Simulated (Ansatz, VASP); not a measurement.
LiF: VASP beside Ansatz

```
CELL_PARAMETERS angstrom
2.96629 0.00000 0.00000
-1.48314 2.56888 0.00000
0.00000 0.00000 7.34866
ATOMIC_POSITIONS crystal
Li 0.00000 0.50000 0.16667
Li 0.50000 0.50000 0.83333
Li 0.50000 0.00000 0.50000
F 0.50000 0.50000 0.33333
F 0.50000 0.00000 0.00000
F 0.00000 0.50000 0.66667
```

Alike in both runs: functional PBE; k mesh 6 × 6 × 4; occupations gaussian, width 0.1 eV; no spin polarisation.

Ansatz relaxed the structure, and its values are those at the end. VASP's run is a single point on that final structure, the one shown.

|  | VASP | Ansatz |
| --- | --- | --- |
| version | VASP 6.6.1 | Ansatz 0.2.0 |
| potentials or method | VASP PAW PBE potentials, release 64 (Li_sv, F), cutoff 520 eV | scalar-relativistic, plane waves, PAW |
| valence electrons in the cell | 30 | 30 |

|  | VASP | Ansatz | Ansatz less VASP |
| --- | --- | --- | --- |
| gap on the k mesh at the Fermi level (eV) | 7.80 | 7.81 | +0.009 |
| least direct gap on the mesh (eV) | 7.80 | 7.81 | +0.009 |

Noted on VASP's run: the cutoff is under 1.25 times that of the potentials, so the pressure is a little rough.
